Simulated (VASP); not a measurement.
# Co (P6_3/mmc) in VASP: notebook

Runs on Co. Level: LDA. Tasks: single point.

Everything below comes from runs of VASP 6.6.1. Logs are shortened: lines on timing, memory, paths and dates and some standing lists are left out, and cuts for length are marked.

## Step 1: The cell of the first run

The structure is hexagonal, space group P6_3/mmc (No. 194). The conventional cell has a = 2.429 Å, b = 2.429 Å, c = 3.918 Å, α = 90.00°, β = 90.00°, γ = 120.00°. Co (site symmetry -6m2) has 12 Co at 2.41 to 2.43 Å within 3.2 Å.

## Step 2: Single point, LDA, collinear spin, ferromagnetic start

Contents of INCAR:

```
SYSTEM = Co
PREC     = Accurate       ! precision mode
ENCUT    = 520            ! plane-wave cutoff, eV
EDIFF    = 1E-6           ! SCF threshold, eV
ISMEAR   = 0              ! smearing method
SIGMA    = 0.15           ! smearing width, eV
LREAL    = .FALSE.        ! projectors in reciprocal space
LASPH    = .TRUE.         ! aspherical terms in the spheres
NELM     = 150            ! most SCF steps
ALGO     = Normal         ! electronic algorithm
ISIF     = 2              ! what is computed and relaxed
LWAVE    = .FALSE.        ! write WAVECAR
LCHARG   = .FALSE.        ! write CHGCAR
ISPIN    = 2              ! spin polarisation
MAGMOM   = 1.375 1.375    ! initial moments
LORBIT   = 11             ! projections on sites
NUPDOWN  = 2.75           ! fixed moment
LMAXMIX  = 4              ! l up to which the mixer works
GGA      = CA             ! functional
NBANDS   = 20             ! bands
```

Contents of KPOINTS:

```
Automatic mesh
0
G
  24 24 12
  0 0 0
```

Contents of POSCAR:

```
Co
1.0
    2.4287596817      0.0000000000      0.0000000000
   -1.2143798408      2.1033675840      0.0000000000
    0.0000000000      0.0000000000      3.9177515245
Co
2
Direct
    0.6666666667      0.3333333333      0.2500000000
    0.3333333333      0.6666666667      0.7500000000
```

Potentials or basis: VASP PAW LDA potentials, release 64 (Co).

On the command line:

```console
$ cat potpaw_LDA.64/Co/POTCAR > POTCAR
$ mpirun -np 1 vasp_std > vasp.out
```

OUTCAR:

```text
SYSTEM = Co
   PREC = Accurate
   ENCUT = 520
   EDIFF = 1E-6
   ISMEAR = 0
   LREAL = .FALSE.
   LASPH = .TRUE.
   NELM = 150
   ISIF = 2
   ISPIN = 2
   LORBIT = 11
   NUPDOWN = 2.75
   GGA = CA

 ion  position               nearest neighbor table
   1  0.667  0.333  0.250-   2 2.41   2 2.41   2 2.41   2 2.41   2 2.41   2 2.41
   2  0.333  0.667  0.750-   1 2.41   1 2.41   1 2.41   1 2.41   1 2.41   1 2.41

  LATTYP: Found a hexagonal cell.
 ALAT       =     2.4287596817
 C/A-ratio  =     1.6130667657

  Lattice vectors:

 A1 = (   2.4287596817,   0.0000000000,   0.0000000000)
 A2 = (  -1.2143798408,   2.1033675840,   0.0000000000)
 A3 = (   0.0000000000,   0.0000000000,   3.9177515245)

Analysis of symmetry for initial positions (statically):
=====================================================================
 Subroutine PRICEL returns:
 Original cell was already a primitive cell.

 Routine SETGRP: Setting up the symmetry group for a
 hexagonal supercell.

 Subroutine GETGRP returns: Found 24 space group operations
 (whereof 12 operations were pure point group operations)
 out of a pool of 24 trial point group operations.

The static configuration has the point symmetry D_3d.
 The point group associated with its full space group is D_6h.

Analysis of symmetry for dynamics (positions and initial velocities):
=====================================================================
 Subroutine PRICEL returns:
 Original cell was already a primitive cell.

 Routine SETGRP: Setting up the symmetry group for a
 hexagonal supercell.

 Subroutine GETGRP returns: Found 24 space group operations
 (whereof 12 operations were pure point group operations)
 out of a pool of 24 trial point group operations.

The dynamic configuration has the point symmetry D_3d.
 The point group associated with its full space group is D_6h.

Analysis of structural, dynamic, and magnetic symmetry:
=====================================================================
 Subroutine PRICEL returns:
 Original cell was already a primitive cell.

 Routine SETGRP: Setting up the symmetry group for a
 hexagonal supercell.

 Subroutine GETGRP returns: Found 24 space group operations
 (whereof 12 operations were pure point group operations)
 out of a pool of 24 trial point group operations.

The overall configuration has the point symmetry D_3d.
 The point group associated with its full space group is D_6h.

 Subroutine INISYM returns: Found 24 space group operations
 (whereof 12 operations are pure point group operations),
 and found     1 'primitive' translations

[... 118 lines left out ...]
   LORBIT       =     11    0 simple, 1 ext, 2 COOP (PROOUT), +10 PAW based schemes
   GGA     = CA    functional components
   LHFCALC =     F    Hartree Fock is set to
   AEXX    =    0.0000 exact exchange contribution
   IVDW    =     0    specifies the selected vdW correction
   LEPSILON=     F    determine dielectric tensor
   LRPA    =     F    only Hartree local field effects (RPA)
 spin polarized calculation
 Gauss-broadening in eV      SIGMA  =   0.15
  energy-cutoff  :      520.00
  volume of cell :       20.01
 maximum number of plane-waves:       559
   NGX =  9   NGY =  9   NGZ = 15

 number of electron      17.9999992 magnetization       2.7499998

 Free energy of the ion-electron system (eV)
  ---------------------------------------------------
  ext. energy  EPLUGINS =         0.00000000
  ---------------------------------------------------
  free energy    TOTEN  =       -16.25351761 eV

  energy without entropy =      -16.22258265  energy(sigma->0) =      -16.23805013

 E-fermi :  11.1047     XC(G=0): -14.2205

 val. band max:       11.1023297256   @ k =   0.2083   0.0833   0.0000
 cond. band min:      11.0083570880   @ k =   0.0417  -0.0000   0.1667
 fundamental gap:     -0.0939726375
 Fermi energy:        10.9921251726

 spin component 1

 k-point     1 :       0.0000    0.0000    0.0000
  band No.  band energies     occupation
      1       1.7343      1.00000
      2       5.6851      1.00000
      3       8.5738      1.00000
      4       8.5900      1.00000
      5       8.5900      1.00000
      6       8.9584      1.00000
[... 541 lines left out ...]
     19      35.1594      0.00000
     20      36.9795      0.00000

 [... further k-points ...]

 spin component 2

 k-point     1 :       0.0000    0.0000    0.0000
  band No.  band energies     occupation
      1       1.8992      1.00000
      2       6.4841      1.00000
      3       9.8470      1.00000
      4       9.8528      1.00000
      5       9.8528      1.00000
      6      10.2633      1.00000
[... 541 lines left out ...]
     19      35.6347      0.00000
     20      37.3132      0.00000

 [... further k-points ...]

------------------------ aborting loop because EDIFF is reached ----------------------------------------

  FORCE on cell =-STRESS in cart. coord.  units (eV):
  Direction    XX          YY          ZZ          XY          YZ          ZX
  --------------------------------------------------------------------------------------
  -------------------------------------------------------------------------------------
  Total       -0.3081535     -0.3081535     -0.4040268     -0.0000000      0.0000000      0.0000000
  in kB      -24.6684042    -24.6684042    -32.3432886     -0.0000000      0.0000000      0.0000000
  external PRESSURE =     -27.2266990 kB  Pullay stress =       0.0000000 kB

 VOLUME and BASIS-vectors are now :
 -----------------------------------------------------------------------------
  energy-cutoff  :      520.00
  volume of cell :       20.01
      direct lattice vectors                 reciprocal lattice vectors
     2.428759682  0.000000000  0.000000000     0.411732790  0.237714037  0.000000000
    -1.214379841  2.103367584  0.000000000     0.000000000  0.475428074  0.000000000
     0.000000000  0.000000000  3.917751524     0.000000000  0.000000000  0.255248449

 POSITION                                       TOTAL-FORCE (eV/Angst)
 -----------------------------------------------------------------------------------
      1.21438      0.70112      0.97944         0.000000     -0.000000      0.000000
     -0.00000      1.40225      2.93831        -0.000000      0.000000      0.000000
 -----------------------------------------------------------------------------------
    total drift:                                0.000000     -0.000000     -0.000000

  FREE ENERGIE OF THE ION-ELECTRON SYSTEM (eV)
  ---------------------------------------------------
  free  energy   TOTEN  =       -16.2535176123 eV

  energy  without entropy=      -16.2225826465  energy(sigma->0) =      -16.23805013

 total charge

# of ion       s       p       d       tot
------------------------------------------
    1        0.522   0.589   7.340   8.451
    2        0.522   0.589   7.340   8.451
--------------------------------------------------
tot          1.044   1.177  14.681  16.901

 magnetization (x)

# of ion       s       p       d       tot
------------------------------------------
    1       -0.013  -0.039   1.422   1.370
    2       -0.013  -0.039   1.422   1.370
--------------------------------------------------
tot         -0.027  -0.077   2.843   2.739
```

OSZICAR:

```text
N       E                     dE             d eps       ncg     rms          rms(c)
DAV:   1     0.843441246924E+02    0.84344E+02   -0.78782E+03 36500   0.123E+03
DAV:   2    -0.138257937906E+02   -0.98170E+02   -0.89177E+02 34616   0.222E+02
DAV:   3    -0.185619394181E+02   -0.47361E+01   -0.45328E+01 38844   0.584E+01
DAV:   4    -0.186346699412E+02   -0.72731E-01   -0.72671E-01 41368   0.640E+00
DAV:   5    -0.186368860321E+02   -0.22161E-02   -0.22159E-02 39900   0.108E+00    0.169E+01
DAV:   6    -0.166825778680E+02    0.19543E+01   -0.70908E+00 39068   0.574E+01    0.655E+00
DAV:   7    -0.163030952583E+02    0.37948E+00   -0.11233E+00 40160   0.205E+01    0.392E+00
DAV:   8    -0.162703311732E+02    0.32764E-01   -0.13186E-02 54344   0.136E+00    0.173E+00
DAV:   9    -0.162551132085E+02    0.15218E-01   -0.18331E-03 59428   0.792E-01    0.406E-01
DAV:  10    -0.162535881882E+02    0.15250E-02   -0.29058E-04 45920   0.165E-01    0.689E-02
DAV:  11    -0.162535136338E+02    0.74554E-04   -0.29300E-05 47436   0.491E-02    0.376E-02
DAV:  12    -0.162535179066E+02   -0.42728E-05   -0.37149E-06 39700   0.158E-02    0.126E-02
DAV:  13    -0.162535176123E+02    0.29433E-06   -0.22723E-07 18900   0.519E-03
   1 F= -.16253518E+02 E0= -.16238050E+02  d E =-.309350E-01  mag=     2.7500
```

Wall time 2.1 min (1 thread of Intel Xeon 6975P-C (Granite Rapids), shared host); peak memory 0.32 GiB.

What came out:

| Item | Value |
| --- | --- |
| Free energy | -16.2535 eV |
| Pressure | -2.7 GPa |
| Net moment | 2.75 μB per cell |
| Site moments | Co +1.37 μB |
| Valence electrons inside the program's atomic spheres | Co 8.45 |

Caveat: the total moment is fixed, so each spin has its own Fermi level.

## Step 3: Single point, LDA, collinear spin, ferromagnetic start (10.84 Å³/atom)

This run uses another cell than the first one, of 10.84 Å³/atom.

Contents of INCAR:

```
SYSTEM = Co
PREC = Accurate
ENCUT = 520
EDIFF = 1E-6
ISMEAR = 0
SIGMA = 0.15
LREAL = .False.
LASPH = .True.
NELM = 150
ALGO = Fast
ISIF = 2
LWAVE = .False.
LCHARG = .False.
ISPIN = 2
MAGMOM = 0.55 0.55
LORBIT = 11
NUPDOWN = 1.1
LMAXMIX = 4
GGA = CA
NBANDS = 20
```

Contents of KPOINTS:

```
Automatic mesh
0
Gamma
  24 24 12
  0 0 0
```

Contents of POSCAR:

```
Co
1.0
    2.4944345983      0.0000000000      0.0000000000
   -1.2472172991      2.1602437303      0.0000000000
    0.0000000000      0.0000000000      4.0236895499
Co
2
Direct
    0.6666666667      0.3333333333      0.2500000000
    0.3333333333      0.6666666667      0.7500000000
```

Potentials or basis: VASP PAW LDA potentials, release 64 (Co).

On the command line:

```console
$ cat potpaw_LDA.64/Co/POTCAR > POTCAR
$ mpirun -np 1 vasp_std > vasp.out
```

Wall time 2.4 min (1 thread of Intel Xeon 6975P-C (Granite Rapids), shared host); peak memory 0.33 GiB.

It converged, with:

```
Free energy                                           : -15.9121 eV
Pressure                                              : -27.2 GPa
Net moment                                            : 1.10 μB per cell
Site moments                                          : Co +0.55 μB
Valence electrons inside the program's atomic spheres : Co 8.28
```

Stress tensor (GPa, compression positive):
```
-26.76   0.00   0.00
  0.00 -26.76   0.00
  0.00   0.00 -27.93
```

Caveat: the cell stands under tension; the total moment is fixed, so each spin has its own Fermi level.

## Step 4: Single point, LDA, collinear spin, ferromagnetic start (10.84 Å³/atom)

This run uses another cell than the first one, of 10.84 Å³/atom.

Contents of INCAR:

```
SYSTEM = Co
PREC = Accurate
ENCUT = 520
EDIFF = 1E-6
ISMEAR = 0
SIGMA = 0.15
LREAL = .FALSE.
LASPH = .TRUE.
NELM = 150
ALGO = Fast
ISIF = 2
LWAVE = .FALSE.
LCHARG = .FALSE.
ISPIN = 2
MAGMOM = 1.1 1.1
LORBIT = 11
NUPDOWN = 2.2
LMAXMIX = 4
NBANDS = 20
```

Contents of KPOINTS:

```
regular mesh
0
G
  24 24 12
  0 0 0
```

POSCAR is that of step 3.

On the command line:

```console
$ cat potpaw_LDA.64/Co/POTCAR > POTCAR
$ mpirun -np 1 vasp_std > vasp.out
```

Wall time 2.8 min (1 thread of Intel Xeon 6975P-C (Granite Rapids), shared host); peak memory 0.33 GiB.

Results (log left out):

- Free energy: -16.0484 eV
- Pressure: -23.7 GPa
- Net moment: 2.20 μB per cell
- Site moments: Co +1.11 μB
- Valence electrons inside the program's atomic spheres: Co 8.28

Stress tensor (GPa, compression positive):
```
-23.20   0.00   0.00
  0.00 -23.20   0.00
  0.00   0.00 -24.58
```

Caveat: the cell stands under tension; the total moment is fixed, so each spin has its own Fermi level.

## Step 5: The runs side by side

| fixed moment (μB) | cell | pressure (GPa) | moment (μB) |
| --- | --- | --- | --- |
| 2.75 | a = 2.429, b = 2.429, c = 3.918 Å, angles 90.0, 90.0, 120.0°, 2 atoms | -2.7 | 2.75 |
| 1.1 | a = 2.494, b = 2.494, c = 4.024 Å, angles 90.0, 90.0, 120.0°, 2 atoms | -27.2 | 1.10 |
| 2.2 | a = 2.494, b = 2.494, c = 4.024 Å, angles 90.0, 90.0, 120.0°, 2 atoms | -23.7 | 2.20 |

Alike in all rows: task single point; level LDA; potentials or basis VASP PAW LDA potentials, release 64 (Co); spin collinear, ferromagnetic start; k mesh 24 × 24 × 12; cutoff (eV) 520; smearing gaussian 0.15 eV.

Caveats: the total moment is fixed, so each spin has its own Fermi level; the cell stands under tension (at least some runs).

Absolute energies hang on the potentials; compare differences alone.
